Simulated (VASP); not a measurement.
# BN (Qingsongite): single point with PBE

BN (Qingsongite):

```
CELL_PARAMETERS angstrom
0.00602 1.81051 1.81051
1.81051 0.00602 1.81051
1.81051 1.81051 0.00602
ATOMIC_POSITIONS crystal
B 0.00000 0.00000 0.00000
N 0.25000 0.25000 0.25000
```

- Program: VASP 6.6.1
- Task: single point
- Functional: PBE
- Potentials or basis: VASP PAW PBE potentials, release 64 (B, N)
- Cutoff: 600 eV
- k mesh: 10 × 10 × 10
- Occupations: fermi-dirac, width 0.02 eV
- Spin: no spin polarisation
- Dipole correction: no
- Further INCAR settings: ALGO = Normal; EDIFF = 1e-06; NBANDS = 11

| Item | Value |
| --- | --- |
| Pressure | 3.0 GPa |
| Largest force | 0.010 eV/Å |
| Band gap on the k mesh | 4.45 eV, indirect (least direct gap 8.72 eV) |

Forces in eV/Å, atoms in the order of the input:
```
B    0.006  0.006  0.006
N   -0.006 -0.006 -0.006
```

Stress tensor (GPa, compression positive):
```
 3.03 -1.51 -1.51
-1.51  3.03 -1.51
-1.51 -1.51  3.03
```

Levels at points of the mesh, in eV from the valence-band top:
| k point | band 2 | band 3 | band 4 | band 5 | band 6 | band 7 |
| --- | --- | --- | --- | --- | --- | --- |
| (0.00, 0.00, 0.00) | -0.02 | 0.00 | 0.00 | 8.72 | 8.86 | 8.86 |
| (0.50, 0.00, 0.00) | -10.69 | -1.96 | -1.96 | 10.10 | 10.65 | 10.74 |
| (0.50, 0.50, 0.00) | -8.92 | -4.94 | -4.88 | 4.45 | 9.23 | 17.90 |
| (0.50, 0.50, 0.50) | -10.71 | -1.91 | -1.91 | 10.23 | 10.74 | 10.74 |

Wall time 12 s on 1 thread of Intel Xeon 8259CL (shared host), peak memory 0.13 GiB.

A k mesh can miss the band edges. Expect the measured gap to be larger: semilocal functionals such as PBE lack the derivative discontinuity.
